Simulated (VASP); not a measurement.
A run of VASP 6.6.1 is set up as follows.

INCAR

```
PREC     = Accurate       # precision mode
ENCUT    = 600            # plane-wave cutoff, eV
EDIFF    = 1E-7           # SCF threshold, eV
ISMEAR   = 0              # smearing method
SIGMA    = 0.1            # smearing width, eV
LREAL    = False          # projectors in reciprocal space
LASPH    = True           # aspherical terms in the spheres
NELM     = 80             # most SCF steps
ALGO     = Fast           # electronic algorithm
ISIF     = 3              # what is computed and relaxed
LWAVE    = False          # write WAVECAR
LCHARG   = False          # write CHGCAR
GGA      = PE             # functional
IBRION   = 2              # ionic algorithm
NSW      = 100            # ionic steps
EDIFFG   = -0.01          # ionic threshold
```

KPOINTS

```
Automatic mesh
0
Gamma
  12 12 18
```

The input POSCAR:

```
NbW2
1.0
    4.8033919858      0.0000000000      0.0000000000
   -2.4016959929      4.1598594840      0.0000000000
    0.0000000000      0.0000000000      2.5859111105
Nb W
1 2
Direct
    0.0000000000      0.0000000000      0.0000000000
    0.3333333333      0.6666666667      0.5000000000
    0.6666666667      0.3333333333      0.5000000000
```

Potentials or basis: VASP PAW PBE potentials, release 64 (Nb_sv, W_sv).

Run with:

```console
$ cat potpaw_PBE.64/Nb_sv/POTCAR potpaw_PBE.64/W_sv/POTCAR > POTCAR
$ mpirun -np 1 vasp_std > vasp.out
```

Task: What does it give for the band gap on the k mesh?

Result: Zero (an odd number of electrons rules out a gap without spin polarisation).

Task: Estimate the relaxed cell.

Result: a = 4.778 Å, b = 4.778 Å, c = 2.610 Å, α = 90.00°, β = 90.00°, γ = 120.00°.

Task: Estimate the relaxed volume.

Result: 17.20 Å³/atom.

Final structure:
```xyz
3
Lattice="4.7782 0.0000 0.0000 -2.3891 4.1380 0.0000 0.0000 0.0000 2.6105" Properties=species:S:1:pos:R:3 pbc="T T T"
Nb    0.0000    0.0000    0.0000
W     0.0000    2.7587    1.3052
W     2.3891    1.3793    1.3052
```

Caveat: spin-orbit coupling is left out, which moves the levels of the heavy elements.
